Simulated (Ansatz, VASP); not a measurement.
## Ca in VASP and in Ansatz

```
Ca
1.0
     0.00000    2.75644    2.75644
     2.75644    0.00000    2.75644
     2.75644    2.75644    0.00000
Ca
1
Cartesian
  0.0000 0.0000 0.0000
```

Change from the starting cell: volume scaled by 0.96.

Alike in both runs: task single point; functional PBEsol; k mesh 11 × 11 × 11; occupations fermi-dirac, width 0.05 eV; no spin polarisation.

|  | VASP | Ansatz |
| --- | --- | --- |
| version | VASP 6.6.1 | Ansatz 0.2.0 |
| potentials or method | VASP PAW PBE potentials, release 64 (Ca_sv), cutoff 520 eV | all-electron LAPW, scalar-relativistic |

|  | VASP | Ansatz | Ansatz less VASP |
| --- | --- | --- | --- |
| pressure (GPa) | -0.6 | -0.5 | +0.01 |

VASP's potentials were made for PBE, not for PBEsol. Ansatz ran all-electron here, and VASP with PAW potentials.
